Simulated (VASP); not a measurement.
Input of a VASP 6.6.1 run:

The input INCAR:

```
SYSTEM = CdTe
  PREC = Accurate
  ENCUT = 520
  EDIFF = 1E-7
  ISMEAR = 0
  SIGMA = 0.01
  LREAL = .FALSE.
  LASPH = .TRUE.
  NELM = 150
  ALGO = Normal
  ISIF = 2
  LWAVE = .FALSE.
  LCHARG = .TRUE.
  LNONCOLLINEAR = .TRUE.
  MAGMOM = 0 0 0 0 0 0
  LORBIT = 11
  LSORBIT = .TRUE.
  GGA_COMPAT = .FALSE.
  LORBMOM = .TRUE.
  LVHAR = .TRUE.
  NBANDS = 30
```

KPOINTS

```
regular mesh
0
G
  8 8 8
  0 0 0
```

POSCAR

```
CdTe
1.0
    0.0000000000      3.2410000000      3.2410000000
    3.2410000000      0.0000000000      3.2410000000
    3.2410000000      3.2410000000      0.0000000000
Cd Te
1 1
Direct
    0.0000000000      0.0000000000      0.0000000000
    0.2500000000      0.2500000000      0.2500000000
```

Potentials or basis: VASP PAW LDA potentials, release 64 (Cd, Te).

Run with:

```bash
$ cat potpaw_LDA.64/Cd/POTCAR potpaw_LDA.64/Te/POTCAR > POTCAR
$ mpirun -np 1 vasp_ncl > vasp.out
```

Q: Estimate the pressure.

A: -1.2 GPa.

Q: What does it give for the net moment?

A: 0.00 μB per cell.

Moments on the atoms (μB; x, y, z):
```
Cd  0.00 0.00 0.00
Te  0.00 0.00 0.00
```
